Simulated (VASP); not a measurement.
# AlN in VASP: further runs

AlN is run at these levels: LDA; tasks: single point.

All numbers are computed with VASP 6.6.1; they aren't measurements. Logs are shortened: lines on timing, memory, paths and dates and some standing lists are left out, and cuts for length are marked.

### Step 1. The cell of the first run

It takes space group P6_3mc (No. 186, hexagonal). The conventional cell has a = 3.194 Å, b = 3.194 Å, c = 3.998 Å, α = 90.00°, β = 90.00°, γ = 120.00°. Within 2.4 Å of Al (site symmetry 3m) lie 5 N at 1.85 to 2.06 Å. N (site symmetry 3m) has 5 Al at 1.85 to 2.06 Å within 2.4 Å.

### Step 2. Single point, LDA

INCAR

```
PREC = Accurate ; ENCUT = 520
EDIFF = 1E-6 ; ISMEAR = 0
SIGMA = 0.05 ; LREAL = False
LASPH = True ; NELM = 60
ALGO = Normal ; ISIF = 2
LWAVE = False ; LCHARG = True
GGA = CA ; LELF = True
LVHAR = True ; NBANDS = 16
```

KPOINTS

```
Automatic mesh
0
Gamma
  9 9 6
```

POSCAR

```
AlN
1.0
    3.1939629070      0.0000000000      0.0000000000
   -1.5969814535      2.7660530162      0.0000000000
    0.0000000000      0.0000000000      3.9981702366
Al N
2 2
Direct
    0.3333333333      0.6666666667      0.7554689695
    0.6666666667      0.3333333333      0.2554689695
    0.3333333333      0.6666666667      0.2394651809
    0.6666666667      0.3333333333      0.7394651809
```

Potentials or basis: VASP PAW LDA potentials, release 64 (Al, N).

Run with:

```console
$ cat potpaw_LDA.64/Al/POTCAR potpaw_LDA.64/N/POTCAR > POTCAR
$ mpirun -np 1 vasp_std > vasp.out
```

OUTCAR:

```text
PREC = Accurate
   ENCUT = 520
   EDIFF = 1E-6
   ISMEAR = 0
   LREAL = False
   LASPH = True
   NELM = 60
   ISIF = 2
   GGA = CA

 ion  position               nearest neighbor table
   1  0.333  0.667  0.755-   4 1.85   4 1.85   4 1.85   3 1.94   3 2.06   2 2.72   2 2.72   2 2.72
                             2 2.72   2 2.72   2 2.72
   2  0.667  0.333  0.255-   3 1.85   3 1.85   3 1.85   4 1.94   4 2.06   1 2.72   1 2.72   1 2.72
                             1 2.72   1 2.72   1 2.72
   3  0.333  0.667  0.239-   2 1.85   2 1.85   2 1.85   1 1.94   1 2.06
   4  0.667  0.333  0.739-   1 1.85   1 1.85   1 1.85   2 1.94   2 2.06

  LATTYP: Found a hexagonal cell.
 ALAT       =     3.1939629070
 C/A-ratio  =     1.2517898150

  Lattice vectors:

 A1 = (   3.1939629070,   0.0000000000,   0.0000000000)
 A2 = (  -1.5969814535,   2.7660530162,   0.0000000000)
 A3 = (   0.0000000000,   0.0000000000,   3.9981702366)

Analysis of symmetry for initial positions (statically):
=====================================================================
 Subroutine PRICEL returns:
 Original cell was already a primitive cell.

 Routine SETGRP: Setting up the symmetry group for a
 hexagonal supercell.

 Subroutine GETGRP returns: Found 12 space group operations
 (whereof  6 operations were pure point group operations)
 out of a pool of 24 trial point group operations.

The static configuration has the point symmetry C_3v.
 The point group associated with its full space group is C_6v.

Analysis of symmetry for dynamics (positions and initial velocities):
=====================================================================
 Subroutine PRICEL returns:
 Original cell was already a primitive cell.

 Routine SETGRP: Setting up the symmetry group for a
 hexagonal supercell.

 Subroutine GETGRP returns: Found 12 space group operations
 (whereof  6 operations were pure point group operations)
 out of a pool of 24 trial point group operations.

The dynamic configuration has the point symmetry C_3v.
 The point group associated with its full space group is C_6v.

 Subroutine INISYM returns: Found 12 space group operations
 (whereof  6 operations are pure point group operations),
 and found     1 'primitive' translations

----------------------------------------------------------------------------------------

                                     Primitive cell

  volume of cell :      35.3225

[... 88 lines left out ...]
   LSORBIT =      F    spin-orbit coupling
   LASPH  =      T    aspherical Exc in radial PAW
   ENCUT  =  520.0 eV  38.22 Ry    6.18 a.u.   5.94  5.94  7.43*2*pi/ulx,y,z
   NELM   =     60;   NELMIN=  2; NELMDL= -5     # of ELM steps
   EDIFF  = 0.1E-05   stopping-criterion for ELM
   LREAL  =      F    real-space projection
   EDIFFG = 0.1E-04   stopping-criterion for IOM
   NSW    =      0    number of steps for IOM
   IBRION =     -1    ionic relax: 0-MD 1-quasi-New 2-CG
   NFREE  =      0    steps in history (QN), initial steepest desc. (CG)
   ISIF   =      2    stress and relaxation
   ISYM   =      2    0-nonsym 1-usesym 2-fastsym
   POTIM  = 0.5000    time-step for ionic-motion
   TEBEG  =    0.0;   TEEND  =   0.0 temperature during run
   PSTRESS=    0.0 pullay stress
   NELECT =      16.0000    total number of electrons
   NUPDOWN=      -1.0000    fix difference up-down
   EMIN   =  10.00;   EMAX   =-10.00  energy-range for DOS
   EFERMI =   0.00;   METHOD = LEGACY
   ISMEAR =     0;   SIGMA  =   0.05  broadening in eV -4-tet -1-fermi 0-gaus
   EFERMI_NEDOS =   21; number of points for ismear=-14 and -15
   IALGO  =     38    algorithm
   IMIX   =      4    mixing-type and parameters
     AMIX     =   0.40;   BMIX     =  1.00
     AMIX_MAG =   1.60;   BMIX_MAG =  1.00
  volume/ion in A,a.u.               =       8.83        59.59
  Fermi-wavevector in a.u.,A,eV,Ry     =   1.257277  2.375909 21.507345  1.580745
  Thomas-Fermi vector in A             =   2.390944
   LORBIT       =      0    0 simple, 1 ext, 2 COOP (PROOUT), +10 PAW based schemes
   GGA     = CA    functional components
   LHFCALC =     F    Hartree Fock is set to
   AEXX    =    0.0000 exact exchange contribution
   IVDW    =     0    specifies the selected vdW correction
   LEPSILON=     F    determine dielectric tensor
   LRPA    =     F    only Hartree local field effects (RPA)
 non-spin polarized calculation
 Gauss-broadening in eV      SIGMA  =   0.05
  energy-cutoff  :      520.00
  volume of cell :       35.32
 maximum number of plane-waves:       966
 NGX is ok and might be reduce to    24
   NGX = 11   NGY = 11   NGZ = 15

 number of electron      15.9999999 magnetization

 Free energy of the ion-electron system (eV)
  ---------------------------------------------------
  ext. energy  EPLUGINS =         0.00000000
  ---------------------------------------------------
  free energy    TOTEN  =       -32.28251078 eV

  energy without entropy =      -32.28251078  energy(sigma->0) =      -32.28251078

 E-fermi :   9.3270     XC(G=0): -12.0204

 val. band max:        9.0332810920   @ k =   0.0000   0.0000   0.0000
 cond. band min:      13.1604023135   @ k =   0.4444  -0.0000   0.0000
 fundamental gap:      4.1271212215
 Fermi energy:         9.3269916230

 k-point     1 :       0.0000    0.0000    0.0000
  band No.  band energies     occupation
      1      -8.5166      2.00000
      2      -4.1186      2.00000
      3       1.4639      2.00000
      4       5.4298      2.00000
      5       5.4298      2.00000
      6       7.2608      2.00000
[... 433 lines left out ...]
      3       1.7720      2.00000
      4       3.1012      2.00000
      5       3.1012      2.00000
      6       5.7740      2.00000
[... 8 lines left out ...]
     15      21.0905      0.00000
     16      23.3042      0.00000

 [... further k-points ...]
[... 5 lines left out ...]
  --------------------------------------------------------------------------------------
  -------------------------------------------------------------------------------------
  Total        4.7488288      4.7488288      4.6541619      0.0000000     -0.0000000      0.0000000
  in kB      215.3998759    215.3998759    211.1059246      0.0000000     -0.0000000      0.0000000
  external PRESSURE =     213.9685588 kB  Pullay stress =       0.0000000 kB

 VOLUME and BASIS-vectors are now :
 -----------------------------------------------------------------------------
  energy-cutoff  :      520.00
  volume of cell :       35.32
      direct lattice vectors                 reciprocal lattice vectors
     3.193962907  0.000000000  0.000000000     0.313090674  0.180762985  0.000000000
    -1.596981453  2.766053016  0.000000000     0.000000000  0.361525970  0.000000000
     0.000000000  0.000000000  3.998170237     0.000000000  0.000000000  0.250114413

 POSITION                                       TOTAL-FORCE (eV/Angst)
 -----------------------------------------------------------------------------------
     -0.00000      1.84404      3.02049         0.000000      0.000000     -0.350936
      1.59698      0.92202      1.02141        -0.000000     -0.000000     -0.350936
     -0.00000      1.84404      0.95742         0.000000     -0.000000      0.350936
      1.59698      0.92202      2.95651        -0.000000     -0.000000      0.350936
 -----------------------------------------------------------------------------------
    total drift:                               -0.000000     -0.000000     -0.000513

  FREE ENERGIE OF THE ION-ELECTRON SYSTEM (eV)
  ---------------------------------------------------
  free  energy   TOTEN  =       -32.2825107793 eV

  energy  without entropy=      -32.2825107793  energy(sigma->0) =      -32.28251078
```

OSZICAR:

```text
N       E                     dE             d eps       ncg     rms          rms(c)
DAV:   1     0.385619432193E+02    0.38562E+02   -0.75951E+03  1544   0.913E+02
DAV:   2    -0.347966626304E+02   -0.73359E+02   -0.67017E+02  2184   0.187E+02
DAV:   3    -0.375813741178E+02   -0.27847E+01   -0.27753E+01  1848   0.367E+01
DAV:   4    -0.375943777762E+02   -0.13004E-01   -0.13003E-01  1912   0.299E+00
DAV:   5    -0.375945005090E+02   -0.12273E-03   -0.12273E-03  1824   0.281E-01    0.127E+01
DAV:   6    -0.324417471635E+02    0.51528E+01   -0.99464E+00  1688   0.237E+01    0.440E+00
DAV:   7    -0.323451012568E+02    0.96646E-01   -0.65258E-01  2032   0.543E+00    0.292E+00
DAV:   8    -0.322862821365E+02    0.58819E-01   -0.92892E-02  1624   0.246E+00    0.471E-01
DAV:   9    -0.322824124881E+02    0.38696E-02   -0.10036E-02  1832   0.757E-01    0.227E-01
DAV:  10    -0.322825906685E+02   -0.17818E-03   -0.84016E-04  1728   0.196E-01    0.155E-01
DAV:  11    -0.322825112756E+02    0.79393E-04   -0.12201E-04  1792   0.849E-02    0.252E-02
DAV:  12    -0.322825107793E+02    0.49627E-06   -0.21296E-06  1912   0.109E-02
   1 F= -.32282511E+02 E0= -.32282511E+02  d E =-.599572E-19
```

stdout:

```text
POSCAR found type information on POSCAR AlN
 POSCAR found :  2 types and       4 ions
 scaLAPACK will be used
 LDA part: xc-table for (Slater(with rela. corr.)+CA(PZ))
 , standard interpolation
 POSCAR, INCAR and KPOINTS ok, starting setup
 FFT: planning ... GRIDC
 FFT: planning ... GRID_SOFT
 FFT: planning ... GRID
 WAVECAR not read
 entering main loop
```

Wall time 6.9 s (1 thread of Intel Xeon 6975P-C (Granite Rapids), shared host); peak memory 0.13 GiB.

Results:

```
Free energy            : -32.2825 eV
Pressure               : 21.4 GPa
Largest force          : 0.351 eV/Å
Band gap on the k mesh : 4.13 eV, indirect (least direct gap 4.20 eV)
```

Forces in eV/Å, atoms in the order of the input:
```
Al   0.000  0.000 -0.351
Al   0.000  0.000 -0.351
N    0.000  0.000  0.351
N    0.000  0.000  0.351
```

Stress tensor (GPa, compression positive):
```
21.54  0.00  0.00
 0.00 21.54  0.00
 0.00  0.00 21.11
```

A k mesh can miss the band edges.

(Continued in part 2 of 2.)
